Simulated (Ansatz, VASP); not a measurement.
# Two plane-wave programs on Ta

```
CELL_PARAMETERS angstrom
3.01374 -0.18002 -0.02224
-1.66277 2.47404 -0.11467
-0.03970 -0.25922 5.19356
ATOMIC_POSITIONS crystal
Ta 0.74977 0.49969 0.75003
Ta 0.25023 0.50031 0.24997
```

Change from the starting cell: all atoms moved at random, sigma 0.4 Å a component, cell strained at random, sigma 0.06; relaxed back.

Alike in both runs: functional LDA; k mesh 12 × 12 × 8; occupations gaussian, width 0.15 eV; no spin polarisation.

Ansatz relaxed the structure, and its values are those at the end. VASP's run is a single point on that final structure, the one shown.

|  | VASP | Ansatz |
| --- | --- | --- |
| version | VASP 6.6.1 | Ansatz 0.2.0 |
| potentials or method | VASP PAW LDA potentials, release 64 (Ta_pv), cutoff 520 eV | scalar-relativistic, plane waves, PAW |
| valence electrons in the cell | 22 | 26 |

VASP gave:

* gap on the k mesh at the Fermi level (eV): none
* pressure (GPa): -9.1

Task: Which values does Ansatz return?

Result: gap on the k mesh at the Fermi level (eV): none; pressure (GPa): -9.8.

LDA's correlation is that of Perdew and Zunger in VASP and of Perdew and Wang (1992) in Ansatz. A gap of «none» marks a metal or a gap that the smearing closes. VASP's potentials hold 22 valence electrons a cell and Ansatz's 26, so a difference there can come from the potentials and not from the codes. Ansatz's warnings: stress scf threshold loose.

Spin-orbit coupling is off throughout.
